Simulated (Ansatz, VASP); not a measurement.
**Two plane-wave programs on TaN**

Contents of INCAR:

```
SYSTEM = TaN
  PREC = Accurate
  ENCUT = 520
  EDIFF = 1E-6
  ISMEAR = 0
  SIGMA = 0.05
  LREAL = .FALSE.
  LASPH = .TRUE.
  NELM = 150
  ALGO = Normal
  ISIF = 2
  LWAVE = .FALSE.
  LCHARG = .TRUE.
  ISPIN = 2
  MAGMOM = 0 0 0 0
  LORBIT = 11
  LMAXMIX = 4
  LDAU = .TRUE.
  LDAUTYPE = 2
  LDAUL = 2 -1
  LDAUU = 4 0
  LDAUJ = 0 0
  LDAUPRINT = 1
  GGA = PE
  LELF = .TRUE.
  LVHAR = .TRUE.
  NBANDS = 28
```

File KPOINTS:

```
Automatic mesh
0
G
  6 6 4
  0 0 0
```

File POSCAR:

```
TaN
1.0
    3.3991219400      0.0000000000      0.0000000000
    0.0000000000      3.3991219400      0.0000000000
    0.0000000000      0.0000000000      4.9769636900
Ta N
2 2
Direct
    0.0000000000      0.0000000000      0.0000000000
    0.5000000000      0.5000000000      0.0000000000
    0.5000000000      0.0000000000      0.2670000000
    0.0000000000      0.5000000000      0.7330000000
```

Input for Ansatz:

```yaml
crystal:
  lattice:
    - [3.39912194, 0.0, 0.0]
    - [0.0, 3.39912194, 0.0]
    - [0.0, 0.0, 4.97696369]
  atoms:
    - { symbol: Ta, position: [0.0, 0.0, 0.0], spin: 0.3 }
    - { symbol: Ta, position: [0.5, 0.5, 0.0], spin: -0.3 }
    - { symbol: "N", position: [0.5, 0.0, 0.267] }
    - { symbol: "N", position: [0.0, 0.5, 0.733] }
basis:
  ecutwfc: 420
  ecutrho_ratio: 4
kpoints:
  mp_grid: { grid: [6, 6, 4] }
hamiltonian:
  xc: pbe
  hubbard:
    sites:
      - { site: 0, l: d, u_eff: 4.0, starting_ns: [{ spin: up, occupation_matrix: s0up }, { spin: down, occupation_matrix: s0down }] }
      - { site: 1, l: d, u_eff: 4.0, starting_ns: [{ spin: up, occupation_matrix: s1up }, { spin: down, occupation_matrix: s1down }] }
    occupation_matrices:
      s0up:
        matrix:
          - [0.02, 0.0, 0.0, 0.0, 0.0]
          - [0.0, 0.97, 0.0, 0.0, 0.0]
          - [0.0, 0.0, 0.02, 0.0, 0.0]
          - [0.0, 0.0, 0.0, 0.02, 0.0]
          - [0.0, 0.0, 0.0, 0.0, 0.02]
      s0down:
        matrix:
          - [0.02, 0.0, 0.0, 0.0, 0.0]
          - [0.0, 0.02, 0.0, 0.0, 0.0]
          - [0.0, 0.0, 0.02, 0.0, 0.0]
          - [0.0, 0.0, 0.0, 0.02, 0.0]
          - [0.0, 0.0, 0.0, 0.0, 0.97]
      s1up:
        matrix:
          - [0.02, 0.0, 0.0, 0.0, 0.0]
          - [0.0, 0.02, 0.0, 0.0, 0.0]
          - [0.0, 0.0, 0.02, 0.0, 0.0]
          - [0.0, 0.0, 0.0, 0.97, 0.0]
          - [0.0, 0.0, 0.0, 0.0, 0.02]
      s1down:
        matrix:
          - [0.97, 0.0, 0.0, 0.0, 0.0]
          - [0.0, 0.02, 0.0, 0.0, 0.0]
          - [0.0, 0.0, 0.02, 0.0, 0.0]
          - [0.0, 0.0, 0.0, 0.02, 0.0]
          - [0.0, 0.0, 0.0, 0.0, 0.02]
    ns_hold: { iters: 5 }
scf:
  occupations: { method: gaussian, width: 0.05 }
  lower_state_search: "off"
  max_iter: 150
output:
  forces: true
  stress: true
  eigenvalues: true
  populations: true
  hubbard: { sites: [{ site: 0, l: d }, { site: 1, l: d }] }
magnetization:
  spin_polarized: true
```

Alike in both runs: task single point; functional PBE; k mesh 6 × 6 × 4; occupations gaussian, width 0.05 eV; collinear spin; Hubbard terms Ta d U = 4.0 eV.

|  | VASP | Ansatz |
| --- | --- | --- |
| version | VASP 6.6.1 | Ansatz 0.2.0 |
| potentials or method | VASP PAW PBE potentials, release 64 (Ta_pv, N), cutoff 520 eV | scalar-relativistic, plane waves, PAW |
| valence electrons in the cell | 32 | 36 |

VASP gave:

- gap on the k mesh at the Fermi level (eV): none
- rms of the force components (eV/Å): 0.919
- net moment per atom (μB): 0.00

Problem. Which values does Ansatz return?

Solution. gap on the k mesh at the Fermi level (eV): none; rms of the force components (eV/Å): 1.130; net moment per atom (μB): 0.00.

The programs project onto different local orbitals, so the same U acts differently, and such runs can settle in different states. Atom by atom the forces differ by 0.211 eV/Å (rms over components). A gap of «none» marks a metal or a gap that the smearing closes. VASP's potentials hold 32 valence electrons a cell and Ansatz's 36, so a difference there can come from the potentials and not from the codes. Ansatz's warnings: filled band counts differ across k points, seeded moment not kept, specified occupation not kept, symmetry narrowed by occupation matrices.

Spin-orbit coupling is off throughout.
